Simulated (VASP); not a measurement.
# SnO2 in VASP: notebook, part 2 of 3

VASP 6.6.1. Earlier steps stand in the parts before.

### Step 3. Single point, PBEsol

This run uses another cell than the first one, of 12.88 Å³/atom.

File INCAR:

```
PREC = Accurate
ENCUT = 600
EDIFF = 1E-6
ISMEAR = -1
SIGMA = 0.05
LREAL = False
LASPH = True
NELM = 120
ALGO = Normal
ISIF = 2
LWAVE = False
LCHARG = True
GGA = PS
LELF = True
LVHAR = True
NBANDS = 64
GGA_COMPAT = False
```

File KPOINTS:

```
regular mesh
0
Gamma
  6 6 6
```

File POSCAR:

```
SnO2
1.0
   -3.2704135012      3.4370830431      3.4366310695
    3.2704135012     -3.4370830431      3.4366310695
    3.2704135012      3.4370830431     -3.4366310695
Sn O
4 8
Direct
    0.5000000000      0.0000000000      0.0000000000
    0.5000000000      0.5000000000      0.5000000000
    0.0035990000      0.7535990000      0.2500000000
    0.9964010000      0.2464010000      0.7500000000
    0.8064960000      0.8037740000      0.4972780000
    0.8064960000      0.3092180000      0.0027220000
    0.3024350000      0.2459400000      0.0564950000
    0.6894450000      0.2459400000      0.4435050000
    0.3105550000      0.7540600000      0.5564950000
    0.1935040000      0.6907820000      0.9972780000
    0.6975650000      0.7540600000      0.9435050000
    0.1935040000      0.1962260000      0.5027220000
```

Potentials or basis: VASP PAW PBE potentials, release 64 (Sn_d, O).

The run is started by

```
> cat potpaw_PBE.64/Sn_d/POTCAR potpaw_PBE.64/O/POTCAR > POTCAR
> mpirun -np 1 vasp_std > vasp.out
```

OUTCAR:

```text
PREC = Accurate
   ENCUT = 600
   EDIFF = 1E-6
   ISMEAR = -1
   LREAL = False
   LASPH = True
   NELM = 120
   ISIF = 2
   GGA = PS

 ion  position               nearest neighbor table
   1  0.500  0.000  0.000-   6 2.11  10 2.11   7 2.11  11 2.11   8 2.11   9 2.11   2 3.27   2 3.27

   2  0.500  0.500  0.500-   5 2.11  12 2.11   9 2.11   8 2.11  11 2.11   7 2.11   1 3.27   1 3.27

   3  0.004  0.754  0.250-  10 2.11  12 2.11   9 2.11  11 2.11   5 2.11   6 2.11   4 3.27   4 3.27

   4  0.996  0.246  0.750-   6 2.11   5 2.11   8 2.11   7 2.11  12 2.11  10 2.11   3 3.27   3 3.27

[... 1843 lines left out ...]
 -----------------------------------------------------------------------------
  energy-cutoff  :      600.00
  volume of cell :      154.52
      direct lattice vectors                 reciprocal lattice vectors
    -3.270413501  3.437083043  3.436631070     0.000000000  0.145472191  0.145491323
     3.270413501 -3.437083043  3.436631070     0.152885866  0.000000000  0.145491323
     3.270413501  3.437083043 -3.436631070     0.152885866  0.145472191  0.000000000

 POSITION                                       TOTAL-FORCE (eV/Angst)
 -----------------------------------------------------------------------------------
     -1.63521      1.71854      1.71832         0.000000      0.000000      0.000000
      1.63521      1.71854      1.71832         0.000000      0.000000      0.000000
      3.27041     -1.71854      1.74305        -0.000000      0.000000     -0.060475
      0.00000      5.15562      1.69358         0.000000      0.000000      0.060475
      1.61740      1.71854      3.82494         0.044441     -0.000000      0.137842
     -1.61740      1.71854      3.82494        -0.044441      0.000000      0.137842
     -0.00000      0.38836      1.69041         0.000000      0.138870      0.034566
      0.00000      3.04873      1.69041         0.000000     -0.138870      0.034566
      3.27041      0.38836      1.74622         0.000000      0.138870     -0.034566
      4.88782      1.71854     -0.38831         0.044441      0.000000     -0.137842
      3.27041      3.04873      1.74622        -0.000000     -0.138870     -0.034566
      1.65301      1.71854     -0.38831        -0.044441      0.000000     -0.137842
 -----------------------------------------------------------------------------------
    total drift:                                0.000000      0.000000     -0.000000

  FREE ENERGIE OF THE ION-ELECTRON SYSTEM (eV)
  ---------------------------------------------------
  free  energy   TOTEN  =       -79.1268195084 eV

  energy  without entropy=      -79.1265268957  energy(sigma->0) =      -79.12667320
```

OSZICAR:

```text
N       E                     dE             d eps       ncg     rms          rms(c)
DAV:   1     0.167005268309E+04    0.16701E+04   -0.52733E+04  6840   0.274E+03
DAV:   2     0.279631198029E+03   -0.13904E+04   -0.13190E+04  6176   0.847E+02
DAV:   3    -0.585948026608E+02   -0.33823E+03   -0.32921E+03  6464   0.291E+02
DAV:   4    -0.888949918955E+02   -0.30300E+02   -0.29951E+02  7344   0.947E+01
DAV:   5    -0.897888961833E+02   -0.89390E+00   -0.89089E+00  6936   0.171E+01    0.201E+01
DAV:   6    -0.790998029743E+02    0.10689E+02   -0.37122E+01  9344   0.672E+01    0.777E+00
DAV:   7    -0.792428835474E+02   -0.14308E+00   -0.40734E+00  6568   0.829E+00    0.446E+00
DAV:   8    -0.791635016892E+02    0.79382E-01   -0.68565E-01  8240   0.479E+00    0.120E+00
DAV:   9    -0.791254493135E+02    0.38052E-01   -0.17013E-01  9032   0.379E+00    0.193E-01
DAV:  10    -0.791267076234E+02   -0.12583E-02   -0.13264E-02  8088   0.823E-01    0.892E-02
DAV:  11    -0.791268248731E+02   -0.11725E-03   -0.82025E-04  8824   0.218E-01    0.403E-02
DAV:  12    -0.791268273973E+02   -0.25242E-05   -0.58231E-05  7112   0.499E-02    0.265E-02
DAV:  13    -0.791268194988E+02    0.78985E-05   -0.34854E-05  7080   0.307E-02    0.186E-03
DAV:  14    -0.791268195084E+02   -0.95424E-08   -0.29799E-06  5640   0.869E-03
   1 F= -.79126820E+02 E0= -.79126673E+02  d E =-.292613E-03
```

Run time: 7.2 min. Hardware: 1 thread of Intel Xeon Platinum 8488C (Sapphire Rapids), shared host; peak memory 0.57 GiB.

What came out:

```yaml
Free_energy: -79.1268 eV
Pressure: -9.3 GPa
Largest_force: 0.145 eV/Å
Band_gap_on_the_k_mesh: 0.32 eV
```

Forces in eV/Å, atoms in the order of the input:
```
Sn   0.000  0.000  0.000
Sn   0.000  0.000  0.000
Sn   0.000  0.000 -0.060
Sn   0.000  0.000  0.060
O    0.044  0.000  0.138
O   -0.044  0.000  0.138
O    0.000  0.139  0.035
O    0.000 -0.139  0.035
O    0.000  0.139 -0.035
O    0.044  0.000 -0.138
O    0.000 -0.139 -0.035
O   -0.044  0.000 -0.138
```

Levels at points of the mesh, in eV from the valence-band top:
| k point | band 48 | band 49 | band 50 | band 51 | band 52 | band 53 | band 54 | band 55 | band 56 | band 57 |
| --- | --- | --- | --- | --- | --- | --- | --- | --- | --- | --- |
| (0.00, 0.00, 0.00) | -0.77 | -0.76 | -0.73 | -0.72 | 0.00 | 0.32 | 4.01 | 4.02 | 5.34 | 5.74 |
| (0.50, 0.00, 0.00) | -0.99 | -0.78 | -0.77 | -0.60 | -0.60 | 3.57 | 3.57 | 5.49 | 5.50 | 6.49 |
| (0.00, 0.50, 0.00) | -1.08 | -0.80 | -0.79 | -0.50 | -0.46 | 3.68 | 3.68 | 5.25 | 5.26 | 8.01 |
| (0.50, 0.50, 0.00) | -1.08 | -0.80 | -0.80 | -0.48 | -0.48 | 3.68 | 3.68 | 5.26 | 5.26 | 7.99 |
| (0.50, 0.50, 0.50) | -1.35 | -1.16 | -1.16 | -0.83 | -0.83 | 3.94 | 3.94 | 5.23 | 5.24 | 6.83 |

Caveat: the cell stands under tension; the PAW data sets were made with another functional, which shifts forces and pressure a little; spin-orbit coupling is left out, which moves the levels of the heavy elements.

### Step 4. Single point, BLYP+D3(BJ)

This run uses another cell than the first one, of 12.48 Å³/atom.

File INCAR:

```
SYSTEM = SnO2
PREC = Accurate
ENCUT = 520
EDIFF = 1E-6
ISMEAR = -1
SIGMA = 0.05
LREAL = .False.
LASPH = .True.
NELM = 60
ALGO = Normal
ISIF = 2
LWAVE = .False.
LCHARG = .False.
GGA = B5
ALDAX = 1.0
AGGAX = 1.0
AGGAC = 1.0
ALDAC = 0.0
IVDW = 12
VDW_S6 = 1.0
VDW_S8 = 2.6996
VDW_A1 = 0.4298
VDW_A2 = 4.2359
NBANDS = 64
```

File KPOINTS:

```
Automatic mesh
0
Gamma
  6 6 6
  0 0 0
```

File POSCAR:

```
SnO2
1.0
   -3.2476280539      3.3951597853      3.3951626869
    3.2476280539     -3.3951597853      3.3951626869
    3.2476280539      3.3951597853     -3.3951626869
Sn O
4 8
Direct
    0.5000000000      0.0000000000      0.0000000000
    0.5000000000      0.5000000000      0.5000000000
    0.0000015765      0.7500015765      0.2500000000
    0.9999984235      0.2499984235      0.7500000000
    0.8059558181      0.8059581900      0.5000023718
    0.8059558181      0.3059534463     -0.0000023718
    0.3059613492      0.2500056770      0.0559556723
    0.6940500047      0.2500056770      0.4440443277
    0.3059499953      0.7499943230      0.5559556723
    0.1940441819      0.6940465537      1.0000023718
    0.6940386508      0.7499943230      0.9440443277
    0.1940441819      0.1940418100      0.4999976282
```

Potentials or basis: VASP PAW PBE potentials, release 64 (Sn_d, O).

The run is started by

```
> cat potpaw_PBE.64/Sn_d/POTCAR potpaw_PBE.64/O/POTCAR > POTCAR
> mpirun -np 1 vasp_std > vasp.out
```

OUTCAR:

```text
SYSTEM = SnO2
   PREC = Accurate
   ENCUT = 520
   EDIFF = 1E-6
   ISMEAR = -1
   LREAL = .False.
   LASPH = .True.
   NELM = 60
   ISIF = 2
   GGA = B5
   IVDW = 12
 IVDW          = 12

 ion  position               nearest neighbor table
   1  0.500  0.000  0.000-   6 2.08  10 2.08   9 2.09   8 2.09   7 2.09  11 2.09   2 3.25   2 3.25

   2  0.500  0.500  0.500-   5 2.08  12 2.08  11 2.09   7 2.09   8 2.09   9 2.09   1 3.25   1 3.25

   3  0.000  0.750  0.250-  11 2.08   9 2.08  12 2.09  10 2.09   6 2.09   5 2.09   4 3.25   4 3.25

   4  1.000  0.250  0.750-   7 2.08   8 2.08   5 2.09   6 2.09  10 2.09  12 2.09   3 3.25   3 3.25

   5  0.806  0.806  0.500-   2 2.08   4 2.09   3 2.09
   6  0.806  0.306  1.000-   1 2.08   4 2.09   3 2.09
   7  0.306  0.250  0.056-   4 2.08   2 2.09   1 2.09
   8  0.694  0.250  0.444-   4 2.08   1 2.09   2 2.09
   9  0.306  0.750  0.556-   3 2.08   1 2.09   2 2.09
  10  0.194  0.694  0.000-   1 2.08   3 2.09   4 2.09
  11  0.694  0.750  0.944-   3 2.08   2 2.09   1 2.09
  12  0.194  0.194  0.500-   2 2.08   3 2.09   4 2.09

[... 1818 lines left out ...]
     63      16.5250      0.00000
     64      16.9591      0.00000

 [... further k-points ...]

------------------------ aborting loop because EDIFF is reached ----------------------------------------

 Edisp (eV)   -5.60845

 E8    (eV) :    -3.9638

  FORCE on cell =-STRESS in cart. coord.  units (eV):
  Direction    XX          YY          ZZ          XY          YZ          ZX
  --------------------------------------------------------------------------------------
  -------------------------------------------------------------------------------------
  Total       1.14322     0.76058     0.76058     0.00000     0.00000     0.00000
  in kB      12.23188     8.13784     8.13785     0.00000     0.00000     0.00000
  external pressure =        9.50 kB  Pullay stress =        0.00 kB

 VOLUME and BASIS-vectors are now :
 -----------------------------------------------------------------------------
  energy-cutoff  :      520.00
  volume of cell :      149.74
      direct lattice vectors                 reciprocal lattice vectors
    -3.247628054  3.395159785  3.395162687     0.000000000  0.147268474  0.147268348
     3.247628054 -3.395159785  3.395162687     0.153958517  0.000000000  0.147268348
     3.247628054  3.395159785 -3.395162687     0.153958517  0.147268474  0.000000000

 POSITION                                       TOTAL-FORCE (eV/Angst)
 -----------------------------------------------------------------------------------
     -1.62381      1.69758      1.69758         0.000000     -0.000828     -0.000887
      1.62381      1.69758      1.69758         0.000000      0.000828      0.000887
      3.24763     -1.69758      1.69759         0.000000      0.001514      0.002896
      0.00000      5.09274      1.69757         0.000000     -0.001514     -0.002896
      1.62383      1.69758      3.77512        -0.007234      0.007466     -0.017952
      1.62380      5.09274      0.37996         0.007234     -0.007466     -0.015883
      0.00000      0.37996      1.69762         0.003597     -0.016342     -0.013428
     -0.00000      3.01520      1.69762        -0.003597      0.017493     -0.013428
      3.24763      0.37996      1.69754        -0.003597     -0.017493      0.013428
      1.62383     -1.69758      3.01520        -0.007234     -0.007466      0.017952
      3.24763      3.01520      1.69754         0.003597      0.016342      0.013428
      1.62380      1.69758     -0.37996         0.007234      0.007466      0.015883
 -----------------------------------------------------------------------------------
    total drift:                               -0.007517     -0.005174      0.003530

  FREE ENERGIE OF THE ION-ELECTRON SYSTEM (eV)
  ---------------------------------------------------
  free  energy   TOTEN  =       -75.2554773605 eV

  energy  without entropy=      -75.2554718179  energy(sigma->0) =      -75.25547459
```

OSZICAR:

```text
N       E                     dE             d eps       ncg     rms          rms(c)
DAV:   1     0.162574995949E+04    0.16257E+04   -0.48959E+04  4464   0.256E+03
DAV:   2     0.265709287864E+03   -0.13600E+04   -0.12880E+04  4048   0.799E+02
DAV:   3    -0.558875689344E+02   -0.32160E+03   -0.31467E+03  4176   0.282E+02
DAV:   4    -0.838064176747E+02   -0.27919E+02   -0.27614E+02  4768   0.916E+01
DAV:   5    -0.846247528173E+02   -0.81834E+00   -0.81548E+00  4520   0.165E+01    0.239E+01
DAV:   6    -0.693892908538E+02    0.15235E+02   -0.54377E+01  6024   0.756E+01    0.799E+00
DAV:   7    -0.697453025684E+02   -0.35601E+00   -0.57203E+00  4296   0.991E+00    0.461E+00
DAV:   8    -0.696864216794E+02    0.58881E-01   -0.75149E-01  5600   0.573E+00    0.125E+00
DAV:   9    -0.696458729156E+02    0.40549E-01   -0.21125E-01  5776   0.438E+00    0.230E-01
DAV:  10    -0.696468666774E+02   -0.99376E-03   -0.15523E-02  5368   0.969E-01    0.926E-02
DAV:  11    -0.696470164429E+02   -0.14977E-03   -0.13133E-03  5600   0.294E-01    0.251E-02
DAV:  12    -0.696470340561E+02   -0.17613E-04   -0.13352E-04  4880   0.604E-02    0.237E-02
DAV:  13    -0.696470260203E+02    0.80358E-05   -0.27961E-05  5136   0.472E-02    0.159E-03
DAV:  14    -0.696470261727E+02   -0.15241E-06   -0.26783E-06  3552   0.752E-03
   1 F= -.75255477E+02 E0= -.75255475E+02  d E =-.554259E-05
```

Wall time 6.1 min (1 thread of AMD EPYC 7R43 (Zen 3), shared host); peak memory 0.4 GiB.

Results:

```
Free energy                : -75.2555 eV
Pressure                   : 1.0 GPa
Largest force              : 0.022 eV/Å
Band gap on the k mesh     : 0.78 eV
Dispersion energy per atom : -0.467 eV
```

Forces in eV/Å, atoms in the order of the input:
```
Sn   0.000 -0.001 -0.001
Sn   0.000  0.001  0.001
Sn   0.000  0.002  0.003
Sn   0.000 -0.002 -0.003
O   -0.007  0.007 -0.018
O    0.007 -0.007 -0.016
O    0.004 -0.016 -0.013
O   -0.004  0.017 -0.013
O   -0.004 -0.017  0.013
O   -0.007 -0.007  0.018
O    0.004  0.016  0.013
O    0.007  0.007  0.016
```

Stress tensor (GPa, compression positive):
```
1.22 0.00 0.00
0.00 0.81 0.00
0.00 0.00 0.81
```

Levels at points of the mesh, in eV from the valence-band top:
```
           k point  band 50  band 51  band 52  band 53  band 54  band 55
(0.00, 0.00, 0.00)    -0.73    -0.73     0.00     0.78     4.44     4.44
(0.50, 0.00, 0.00)    -0.71    -0.58    -0.58     3.98     3.98     5.90
(0.00, 0.50, 0.00)    -0.80    -0.48    -0.48     4.09     4.09     5.66
(0.50, 0.50, 0.50)    -1.16    -0.83    -0.83     4.35     4.35     5.64
```

Caveat: the PAW data sets were made with another functional, which shifts forces and pressure a little; spin-orbit coupling is left out, which moves the levels of the heavy elements.

[end of part 2 of 3]
